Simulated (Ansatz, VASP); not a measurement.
## Two plane-wave programs on SiC

INCAR

```
SYSTEM = SiC
PREC = Accurate
ENCUT = 520
EDIFF = 1E-6
ISMEAR = -1
SIGMA = 0.02
LREAL = .False.
LASPH = .True.
NELM = 100
ALGO = Normal
ISIF = 2
LWAVE = .False.
LCHARG = .False.
GGA = PE
NBANDS = 16
```

File KPOINTS:

```
regular mesh
0
Gamma
  12 12 6
  0 0 0
```

POSCAR

```
SiC
1.0
    3.1368633640      0.0000000000      0.0000000000
   -1.5684316820      2.7166033614      0.0000000000
    0.0000000000      0.0000000000      5.0321377631
Si C
2 2
Direct
    0.3333333333      0.6666666667     -0.0014138072
    0.6666666667      0.3333333333      0.4985861928
    0.3333333333      0.6666666667      0.3764138072
    0.6666666667      0.3333333333      0.8764138072
```

Input for Ansatz:

```yaml
crystal:
  lattice:
    - [3.136863364, 0.0, 0.0]
    - [-1.568431682, 2.7166033614, 0.0]
    - [0.0, 0.0, 5.0321377631]
  atoms:
    - { symbol: Si, position: [0.3333333333, 0.6666666667, -0.0014138072] }
    - { symbol: Si, position: [0.6666666667, 0.3333333333, 0.4985861928] }
    - { symbol: C, position: [0.3333333333, 0.6666666667, 0.3764138072] }
    - { symbol: C, position: [0.6666666667, 0.3333333333, 0.8764138072] }
kpoints:
  mp_grid: { grid: [12, 12, 6] }
  band_path:
    path:
      - [0.0, 0.0, 0.0]
      - [0.5, 0.0, 0.0]
      - [0.3333333333, 0.3333333333, 0.0]
      - [0.0, 0.0, 0.5]
      - [0.5, 0.0, 0.5]
      - [0.3333333333, 0.3333333333, 0.5]
    npoints: 1
hamiltonian:
  xc: pbe
scf:
  occupations: { method: fermi_dirac, width: 0.02 }
  n_extra_bands: 5
output:
  forces: true
  stress: true
  eigenvalues: true
```

Change from the starting cell: epitaxial_xy strain +2.0%.

Alike in both runs: task single point; functional PBE; k mesh 12 × 12 × 6; occupations fermi-dirac, width 0.02 eV; no spin polarisation.

```csv
,VASP,Ansatz
version,VASP 6.6.1,Ansatz 0.2.0
potentials or method,"VASP PAW PBE potentials, release 64 (Si, C)","plane waves, PAW"
plane-wave cutoff (eV),520,420
valence electrons in the cell,16,16
```

|  | VASP | Ansatz | Ansatz less VASP |
| --- | --- | --- | --- |
| gap on the k mesh at the Fermi level (eV) | 2.42 | 2.42 | +0.002 |
| pressure (GPa) | -4.2 | -4.2 | +0.04 |
| traceless stress, the component that is largest in VASP (GPa) | 7.26 | 7.21 | -0.044 |
| rms of the force components (eV/Å) | 0.015 | 0.016 | +0.0002 |

Atom by atom the forces differ by 0.000 eV/Å (rms over components). The functional is the same, so the differences come from potentials, cutoffs and numerics.
